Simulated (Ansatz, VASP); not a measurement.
Two plane-wave programs on TiB2

```
Ti B
1.0
     3.01625    0.00000    0.00000
    -1.50812    2.61215    0.00000
     0.00000    0.00000    3.20541
Ti B
1 2
Direct
  0.00000 0.00000 0.00000
  0.33333 0.66667 0.50000
  0.66667 0.33333 0.50000
```

Alike in both runs: functional r2SCAN; dispersion D4; k mesh 13 × 13 × 10; occupations methfessel-paxton of order 1, width 0.05 eV; no spin polarisation.

Ansatz relaxed the structure, and its values are those at the end. VASP's run is a single point on that final structure, the one shown.

|  | VASP | Ansatz |
| --- | --- | --- |
| version | VASP 6.6.1 | Ansatz 0.2.0 |
| potentials or method | VASP PAW PBE potentials, release 64 (Ti_sv, B) | plane waves, PAW |
| plane-wave cutoff (eV) | 520 | 500 |
| valence electrons in the cell | 18 | 18 |

|  | VASP | Ansatz | Ansatz less VASP |
| --- | --- | --- | --- |
| pressure (GPa) | 0.9 | 0.0 | -0.87 |

VASP's potentials were made for PBE, not for r2SCAN.
